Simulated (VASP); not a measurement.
Set up this calculation in VASP 6.6.1, as the native input.

* Task: relaxation of the atoms
* Functional: LDA
* Potentials or basis: VASP PAW LDA potentials, release 64 (Li_sv, H)
* Cutoff: 520 eV
* k mesh: 3 × 3 × 3
* Occupations: fermi-dirac, width 0.1 eV
* Spin: no spin polarisation
* Dipole correction: no
* Further INCAR settings: LREAL = Auto; ALGO = Normal; EDIFF = 1e-06; IBRION = 2; EDIFFG = -0.03; NSW = 80

The structure of Li16H (a cell with a defect) lies in POSCAR:

```
Li16H
1.0
    6.9800000000      0.0000000000      0.0000000000
    0.0000000000      6.9800000000      0.0000000000
    0.0000000000      0.0000000000      6.9800000000
Li H
16 1
Direct
    0.0000000000      0.0000000000      0.0000000000
    0.5000000000      0.0000000000      0.0000000000
    0.0000000000      0.5000000000      0.0000000000
    0.0000000000      0.0000000000      0.5000000000
    0.2500000000      0.2500000000      0.2500000000
    0.5000000000      0.5000000000      0.0000000000
    0.5000000000      0.0000000000      0.5000000000
    0.7500000000      0.2500000000      0.2500000000
    0.0000000000      0.5000000000      0.5000000000
    0.2500000000      0.7500000000      0.2500000000
    0.2500000000      0.2500000000      0.7500000000
    0.5000000000      0.5000000000      0.5000000000
    0.7500000000      0.7500000000      0.2500000000
    0.7500000000      0.2500000000      0.7500000000
    0.2500000000      0.7500000000      0.7500000000
    0.7500000000      0.7500000000      0.7500000000
    0.8792994000      0.0085990000      0.2492533000
```

These files were run (other wordings do the same):

INCAR

```
PREC = Accurate ; ENCUT = 520
EDIFF = 1E-6 ; ISMEAR = -1
SIGMA = 0.1 ; LREAL = Auto
LASPH = T ; NELM = 100
ALGO = Normal ; ISIF = 2
LWAVE = F ; LCHARG = F
GGA = CA ; IBRION = 2
NSW = 80 ; EDIFFG = -0.03
```

KPOINTS

```
Automatic mesh
0
Gamma
  3 3 3
```

Potentials or basis: VASP PAW LDA potentials, release 64 (Li_sv, H).

The run is started by

```sh
$ cat potpaw_LDA.64/Li_sv/POTCAR potpaw_LDA.64/H/POTCAR > POTCAR
$ mpirun -np 1 vasp_std > vasp.out
```

It gave:

```yaml
Energy_gained_by_relaxing: 4.1 meV/atom
Ionic_steps: 8
Largest_force_after_relaxing: 0.027 eV/Å
```

Run time: 7.9 min on 1 thread of Intel(R) Xeon(R) 6975P-C (Granite Rapids), on a shared host, peak memory 0.34 GiB.
